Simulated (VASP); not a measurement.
A run of VASP 6.6.1 is set up as follows.

Contents of INCAR:

```
SYSTEM = BaZrO3
ALGO = Normal
EDIFF = 1E-6
ENCUT = 520
GGA = PE
ISIF = 2
ISMEAR = -1
LASPH = .TRUE.
LCHARG = .FALSE.
LREAL = .FALSE.
LWAVE = .FALSE.
NBANDS = 28
NELM = 60
PREC = Accurate
SIGMA = 0.05
```

File KPOINTS:

```
k-points
0
G
  6 6 6
  0 0 0
```

Contents of POSCAR:

```
BaZrO3
1.0
    4.0807192300      0.0000000000      0.0000000000
    0.0000000000      4.0807192300      0.0000000000
    0.0000000000      0.0000000000      4.0807192300
Ba Zr O
1 1 3
Direct
    0.0000000000      0.0000000000      0.0000000000
    0.5000000000      0.5000000000      0.5000000000
    0.5000000000      0.5000000000      0.0000000000
    0.5000000000      0.0000000000      0.5000000000
    0.0000000000      0.5000000000      0.5000000000
```

Potentials or basis: VASP PAW PBE potentials, release 64 (Ba_sv, Zr_sv, O).

Command:

```console
$ cat potpaw_PBE.64/Ba_sv/POTCAR potpaw_PBE.64/Zr_sv/POTCAR potpaw_PBE.64/O/POTCAR > POTCAR
$ mpirun -np 1 vasp_std > vasp.out
```

(1) Predict the band gap on the k mesh.

(2) Predict the pressure.

Results:

(1) 3.35 eV (least direct gap 3.46 eV).

(2) 21.5 GPa.

Caveat: the cell stands under pressure; spin-orbit coupling is left out, which moves the levels of the heavy elements.
